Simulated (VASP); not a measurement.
# ZnO (P6_3mc) in VASP: further runs, part 3 of 3

VASP 6.6.1. Earlier steps stand in the parts before.

### 6 Single point, r2SCAN

POSCAR

```
ZnO
1.0
    3.2353408696      0.0000000000      0.0000000000
   -1.6176704348      2.8018873830      0.0000000000
    0.0000000000      0.0000000000      5.2109518159
Zn O
2 2
Direct
    0.3333333333      0.6666666667     -0.0023477545
    0.6666666667      0.3333333333      0.4976522455
    0.3333333333      0.6666666667      0.3773477545
    0.6666666667      0.3333333333      0.8773477545
```

INCAR.step1

```
SYSTEM = ZnO
PREC = Accurate
ENCUT = 520
ISMEAR = 0
SIGMA = 0.01
LREAL = .False.
LASPH = .True.
NELM = 80
NBANDS = 26
GGA = PE
ALGO = Normal
EDIFF = 1E-4
LWAVE = .True.
LCHARG = .False.
```

INCAR.step2

```
SYSTEM = ZnO
PREC = Accurate
ENCUT = 520
EDIFF = 1E-6
ISMEAR = 0
SIGMA = 0.01
LREAL = .False.
LASPH = .True.
NELM = 80
ALGO = Normal
ISIF = 2
LWAVE = .False.
LCHARG = .True.
METAGGA = R2SCAN
LMIXTAU = .True.
LELF = .True.
LVHAR = .True.
NBANDS = 26
ISTART = 1
```

KPOINTS

```
Automatic mesh
0
Gamma
  12 12 6
  0 0 0
```

Potentials or basis: VASP PAW PBE potentials, release 64 (Zn, O).

The run is started by

```console
$ cat potpaw_PBE.64/Zn/POTCAR potpaw_PBE.64/O/POTCAR > POTCAR
$ cp INCAR.step1 INCAR
$ mpirun -np 1 vasp_std > vasp.out
$ cp INCAR.step2 INCAR
$ mpirun -np 1 vasp_std > vasp.out
```

OUTCAR:

```text
SYSTEM = ZnO
   PREC = Accurate
   ENCUT = 520
   EDIFF = 1E-6
   ISMEAR = 0
   LREAL = .False.
   LASPH = .True.
   NELM = 80
   ISIF = 2
   METAGGA = R2SCAN
   ISTART = 1

 ion  position               nearest neighbor table
   1  0.333  0.667  0.998-   4 1.97   4 1.97   4 1.97   3 1.98
   2  0.667  0.333  0.498-   3 1.97   3 1.97   3 1.97   4 1.98
   3  0.333  0.667  0.377-   2 1.97   2 1.97   2 1.97   1 1.98
   4  0.667  0.333  0.877-   1 1.97   1 1.97   1 1.97   2 1.98

  LATTYP: Found a hexagonal cell.
 ALAT       =     3.2353408696
 C/A-ratio  =     1.6106345594

  Lattice vectors:

 A1 = (   3.2353408696,   0.0000000000,   0.0000000000)
 A2 = (  -1.6176704348,   2.8018873830,   0.0000000000)
 A3 = (   0.0000000000,   0.0000000000,   5.2109518159)

Analysis of symmetry for initial positions (statically):
=====================================================================
 Subroutine PRICEL returns:
 Original cell was already a primitive cell.

 Routine SETGRP: Setting up the symmetry group for a
 hexagonal supercell.

 Subroutine GETGRP returns: Found 12 space group operations
 (whereof  6 operations were pure point group operations)
 out of a pool of 24 trial point group operations.

The static configuration has the point symmetry C_3v.
 The point group associated with its full space group is C_6v.

Analysis of symmetry for dynamics (positions and initial velocities):
=====================================================================
 Subroutine PRICEL returns:
 Original cell was already a primitive cell.

 Routine SETGRP: Setting up the symmetry group for a
 hexagonal supercell.

 Subroutine GETGRP returns: Found 12 space group operations
 (whereof  6 operations were pure point group operations)
 out of a pool of 24 trial point group operations.

The dynamic configuration has the point symmetry C_3v.
 The point group associated with its full space group is C_6v.

 Subroutine INISYM returns: Found 12 space group operations
 (whereof  6 operations are pure point group operations),
[... 119 lines left out ...]
     AMIX     =   0.40;   BMIX     =  1.00
     AMIX_MAG =   1.60;   BMIX_MAG =  1.00
  volume/ion in A,a.u.               =      11.81        79.69
  Fermi-wavevector in a.u.,A,eV,Ry     =   1.495362  2.825825 30.424099  2.236108
  Thomas-Fermi vector in A             =   2.607517
   LORBIT       =      0    0 simple, 1 ext, 2 COOP (PROOUT), +10 PAW based schemes
   METAGGA = R2SCAN    functional components
   LHFCALC =     F    Hartree Fock is set to
   AEXX    =    0.0000 exact exchange contribution
   IVDW    =     0    specifies the selected vdW correction
   LEPSILON=     F    determine dielectric tensor
   LRPA    =     F    only Hartree local field effects (RPA)
 non-spin polarized calculation
 Gauss-broadening in eV      SIGMA  =   0.01
  energy-cutoff  :      520.00
  volume of cell :       47.24
 maximum number of plane-waves:      1296
   NGX = 13   NGY = 13   NGZ = 19

 number of electron      36.0000032 magnetization

 Free energy of the ion-electron system (eV)
  ---------------------------------------------------
  ext. energy  EPLUGINS =         0.00000000
  ---------------------------------------------------
  free energy    TOTEN  =       -36.31788566 eV

  energy without entropy =      -36.31788566  energy(sigma->0) =      -36.31788566

 E-fermi :   1.0277     XC(G=0): -11.7065

 val. band max:        0.9187475795   @ k =   0.0000   0.0000   0.0000
 cond. band min:       2.1533078120   @ k =   0.0000   0.0000   0.0000
 fundamental gap:      1.2345602325
 Fermi energy:         1.0277237589

 k-point     1 :       0.0000    0.0000    0.0000
  band No.  band energies     occupation
      1     -18.2268      2.00000
      2     -17.5306      2.00000
      3      -4.9398      2.00000
      4      -4.9397      2.00000
      5      -4.8829      2.00000
      6      -4.8352      2.00000
[... 685 lines left out ...]
     25      15.2096      0.00000
     26      15.8846      0.00000

 [... further k-points ...]

------------------------ aborting loop because EDIFF is reached ----------------------------------------

  FORCE on cell =-STRESS in cart. coord.  units (eV):
  Direction    XX          YY          ZZ          XY          YZ          ZX
  --------------------------------------------------------------------------------------
  -------------------------------------------------------------------------------------
  Total        0.2986400      0.2986400      0.3233910      0.0000000      0.0000000      0.0000000
  in kB       10.1290999     10.1290999     10.9685898      0.0000000      0.0000000      0.0000000
  external PRESSURE =      10.4089299 kB  Pullay stress =       0.0000000 kB

 VOLUME and BASIS-vectors are now :
 -----------------------------------------------------------------------------
  energy-cutoff  :      520.00
  volume of cell :       47.24
      direct lattice vectors                 reciprocal lattice vectors
     3.235340870  0.000000000  0.000000000     0.309086443  0.178451141  0.000000000
    -1.617670435  2.801887383  0.000000000     0.000000000  0.356902282  0.000000000
     0.000000000  0.000000000  5.210951816     0.000000000  0.000000000  0.191903521

 POSITION                                       TOTAL-FORCE (eV/Angst)
 -----------------------------------------------------------------------------------
     -0.00000      1.86792      5.19872        -0.000000     -0.000000      0.003148
      1.61767      0.93396      2.59324         0.000000      0.000000      0.003148
     -0.00000      1.86792      1.96634        -0.000000     -0.000000     -0.003148
      1.61767      0.93396      4.57182        -0.000000     -0.000000     -0.003148
 -----------------------------------------------------------------------------------
    total drift:                                0.000001      0.000002     -0.001044

  FREE ENERGIE OF THE ION-ELECTRON SYSTEM (eV)
  ---------------------------------------------------
  free  energy   TOTEN  =       -36.3178856623 eV

  energy  without entropy=      -36.3178856623  energy(sigma->0) =      -36.31788566
```

Wall time 6.7 min (1 thread of AMD EPYC 7R43 (Zen 3), shared host); peak memory 0.18 GiB.

Results:

```yaml
Free_energy: -36.3179 eV
Pressure: 1.0 GPa
Largest_force: 0.003 eV/Å
Band_gap_on_the_k_mesh: 1.23 eV
```

Forces on the atoms (eV/Å):
```
Zn   0.000  0.000  0.003
Zn   0.000  0.000  0.003
O    0.000  0.000 -0.003
O    0.000  0.000 -0.003
```

Caveat: the PAW data sets were made with another functional, which shifts forces and pressure a little.

### 7 The runs side by side

| level | cell | smearing | gap on the mesh (eV) | pressure (GPa) | largest force (eV/Å) |
| --- | --- | --- | --- | --- | --- |
| PBE | a = 3.235, b = 3.235, c = 5.211 Å, angles 90.0, 90.0, 120.0°, 4 atoms, atomic positions A | fermi-dirac 0.02 eV | 0.79 | 7.2 | - |
| r2SCAN | a = 3.171, b = 3.171, c = 5.107 Å, angles 90.0, 90.0, 120.0°, 4 atoms, atomic positions A | gaussian 0.01 eV | 1.33 | 11.8 | 0.01 |
| r2SCAN | a = 3.235, b = 3.235, c = 5.107 Å, angles 90.0, 90.0, 120.0°, 4 atoms, atomic positions B | gaussian 0.01 eV | 1.29 | 4.2 | 0.01 |
| r2SCAN | a = 3.187, b = 3.187, c = 5.290 Å, angles 90.0, 90.0, 120.0°, 4 atoms, atomic positions C | gaussian 0.01 eV | 1.22 | 3.3 | - |
| r2SCAN | a = 3.235, b = 3.235, c = 5.211 Å, angles 90.0, 90.0, 120.0°, 4 atoms, atomic positions A | gaussian 0.01 eV | 1.23 | 1.0 | - |

Alike in all rows: task single point; potentials or basis VASP PAW PBE potentials, release 64 (Zn, O); no spin polarisation; k mesh 12 × 12 × 6; cutoff (eV) 520.

Caveats: the cell stands under pressure (at least some runs); the PAW data sets were made with another functional, which shifts forces and pressure a little (at least some runs).

Total energies depend on the potentials used, so only differences within one code and one set of settings carry meaning.
